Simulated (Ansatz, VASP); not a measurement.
## LuBeSi4: VASP beside Ansatz

Contents of INCAR:

```
PREC = Accurate
ENCUT = 600
EDIFF = 1E-7
ISMEAR = 0
SIGMA = 0.1
LREAL = F
LASPH = T
NELM = 100
ALGO = Normal
ISIF = 3
LWAVE = F
LCHARG = F
GGA = PE
IBRION = 2
NSW = 100
EDIFFG = -0.01
```

The input KPOINTS:

```
regular mesh
0
Gamma
  8 8 8
```

The input POSCAR:

```
LuBeSi4
1.0
    0.0000000000      4.0446732189      4.0446732189
    4.0446732189      0.0000000000      4.0446732189
    4.0446732189      4.0446732189      0.0000000000
Lu Be Si
1 1 4
Direct
    0.7500000000      0.7500000000      0.7500000000
    0.0000000000      0.0000000000      0.0000000000
    0.1474771572      0.5575685285      0.1474771572
    0.1474771572      0.1474771572      0.1474771572
    0.5575685285      0.1474771572      0.1474771572
    0.1474771572      0.1474771572      0.5575685285
```

Input for Ansatz:

```yaml
crystal:
  lattice:
    - [0.0, 4.0446732189, 4.0446732189]
    - [4.0446732189, 0.0, 4.0446732189]
    - [4.0446732189, 4.0446732189, 0.0]
  atoms:
    - { symbol: Lu, position: [0.75, 0.75, 0.75] }
    - { symbol: Be, position: [0.0, 0.0, 0.0] }
    - { symbol: Si, position: [0.1474771572, 0.5575685285, 0.1474771572] }
    - { symbol: Si, position: [0.1474771572, 0.1474771572, 0.1474771572] }
    - { symbol: Si, position: [0.5575685285, 0.1474771572, 0.1474771572] }
    - { symbol: Si, position: [0.1474771572, 0.1474771572, 0.5575685285] }
basis:
  ecutwfc: 420
kpoints:
  mp_grid: { grid: [8, 8, 8] }
hamiltonian:
  xc: pbe
scf:
  occupations: { method: gaussian, width: 0.1 }
output:
  forces: true
  stress: true
  eigenvalues: true
  write_density: true
  write_potential: true
  elf: true
  volumetric_format: npy
relax:
  adjacent_minimum: "off"
  f_tol: 0.01
  max_steps: 80
  cell: { stress_tol: 0.05 }
```

Alike in both runs: task relaxation of cell and atoms; functional PBE; k mesh 8 × 8 × 8; occupations gaussian, width 0.1 eV; no spin polarisation.

|  | VASP | Ansatz |
| --- | --- | --- |
| version | VASP 6.6.1 | Ansatz 0.2.0 |
| potentials or method | VASP PAW PBE potentials, release 64 (Lu, Be, Si), cutoff 600 eV | scalar-relativistic, plane waves, PAW |
| valence electrons in the cell | 43 | 43 |

|  | VASP | Ansatz | Ansatz less VASP |
| --- | --- | --- | --- |
| gap on the k mesh at the Fermi level, each at its own relaxed structure (eV) | none | none | - |
| relaxed volume (Å³/atom) | 22.09 | 22.09 | +0.003 |
| relaxed cell length with the largest relative difference (Å) | 5.723 | 5.723 | +0.0003 |

A gap of «none» marks a metal or a gap that the smearing closes.

Neither program's run includes spin-orbit coupling.
